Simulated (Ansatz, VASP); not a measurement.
# Two plane-wave programs on AgCl

```
CELL_PARAMETERS angstrom
-0.00021 2.74979 2.76226
2.77112 -0.05800 2.82006
2.70844 2.74490 0.00468
ATOMIC_POSITIONS crystal
Ag 0.99139 0.99139 0.00647
Cl 0.50199 0.48917 0.51415
```

Alike in both runs: task single point; functional PBEsol; k mesh 4 × 4 × 4; occupations fermi-dirac, width 0.05 eV; no spin polarisation.

|  | VASP | Ansatz |
| --- | --- | --- |
| version | VASP 6.6.1 | Ansatz 0.2.0 |
| potentials or method | VASP PAW PBE potentials, release 64 (Ag, Cl), cutoff 520 eV | plane waves, PAW |
| valence electrons in the cell | 18 | 26 |

|  | VASP | Ansatz | Ansatz less VASP |
| --- | --- | --- | --- |
| pressure (GPa) | -2.3 | -2.2 | +0.10 |
| traceless stress, the component that is largest in VASP (GPa) | -0.15 | -0.15 | 0.000 |
| rms of the force components (eV/Å) | 0.023 | 0.023 | +0.0002 |

VASP's potentials were made for PBE, not for PBEsol. Atom by atom the forces differ by 0.000 eV/Å (rms over components). VASP's potentials hold 18 valence electrons a cell and Ansatz's 26, so a difference there can come from the potentials and not from the codes. Ansatz's warnings: stress scf threshold loose.

The k mesh is coarse, so the values compare programs but aren't converged.
